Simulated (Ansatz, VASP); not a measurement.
**One calculation of Zr5N, two programs**

```
CELL_PARAMETERS angstrom
3.17565 0.00000 0.00000
-1.58782 2.75019 0.00000
0.00000 0.00000 13.57687
ATOMIC_POSITIONS crystal
Zr 0.66667 0.33333 0.89249
Zr 0.33333 0.66667 0.69422
Zr 0.66667 0.33333 0.50000
Zr 0.33333 0.66667 0.30578
Zr 0.66667 0.33333 0.10751
N 0.33333 0.66667 0.00000
```

Change from the starting cell: species swapped into the CeMg5 type (P-6m2, No. 187).

Alike in both runs: functional PBE; k mesh 6 × 6 × 1; occupations gaussian, width 0.1 eV; no spin polarisation.

Ansatz relaxed the structure, and its values are those at the end. VASP's run is a single point on that final structure, the one shown.

```csv
,VASP,Ansatz
version,VASP 6.6.1,Ansatz 0.2.0
potentials or method,"VASP PAW PBE potentials, release 64 (Zr_sv, N), cutoff 520 eV","scalar-relativistic, plane waves, PAW"
valence electrons in the cell,65,65
```

Ansatz gave:

```
gap on the k mesh at the Fermi level (eV) : none
pressure (GPa)                            : 0.1
rms of the force components (eV/Å)        : 0.008
```

**Question.** Estimate VASP's values.

**Answer.** gap on the k mesh at the Fermi level (eV): none; pressure (GPa): 0.1; rms of the force components (eV/Å): 0.002.

A gap of «none» marks a metal or a gap that the smearing closes. The functional is the same, so the differences come from potentials, cutoffs and numerics.

The k mesh is coarse, so the values compare programs but aren't converged.
